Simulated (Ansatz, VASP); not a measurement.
## Ga: VASP beside Ansatz

```xyz
6
Lattice="-3.0339 3.0339 3.0339 3.0339 -3.0339 3.0339 3.0339 3.0339 -3.0339" Properties=species:S:1:pos:R:3 pbc="T T T"
Ga    2.2754    0.0000    1.5169
Ga    1.5169    2.2754    0.0000
Ga    0.7585    0.0000    4.5508
Ga    4.5508    0.7585    0.0000
Ga    0.0000    1.5169    2.2754
Ga    0.0000    4.5508    0.7585
```

Alike in both runs: task single point; functional PBEsol; k mesh 6 × 6 × 6; occupations fermi-dirac, width 0.15 eV; no spin polarisation.

|  | VASP | Ansatz |
| --- | --- | --- |
| version | VASP 6.6.1 | Ansatz 0.2.0 |
| potentials or method | VASP PAW PBE potentials, release 64 (Ga_d), cutoff 520 eV | plane waves, PAW |
| valence electrons in the cell | 78 | 78 |

VASP gave:

```
pressure (GPa) : -2.4
```

Q: Estimate Ansatz's values.

A: Pressure (GPa): -2.5.

VASP's potentials were made for PBE, not for PBEsol.
